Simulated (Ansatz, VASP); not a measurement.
Cd in VASP and in Ansatz

```xyz
1
Lattice="-1.8002 1.8002 1.8002 1.8002 -1.8002 1.8002 1.8002 1.8002 -1.8002" Properties=species:S:1:pos:R:3 pbc="T T T"
Cd    0.0000    0.0000    0.0000
```

Alike in both runs: task relaxation of cell and atoms; functional PBE; k mesh 16 × 16 × 16; occupations fermi-dirac, width 0.05 eV; no spin polarisation.

```csv
,VASP,Ansatz
version,VASP 6.6.1,Ansatz 0.2.0
potentials or method,"VASP PAW PBE potentials, release 64 (Cd), cutoff 600 eV","all-electron LAPW, non-relativistic"
```

|  | VASP | Ansatz | Ansatz less VASP |
| --- | --- | --- | --- |
| relaxed volume (Å³/atom) | 23.39 | 24.24 | +0.851 |
| relaxed cell length with the largest relative difference (Å) | 3.121 | 3.158 | +0.0374 |

Ansatz ran all-electron here, and VASP with PAW potentials.
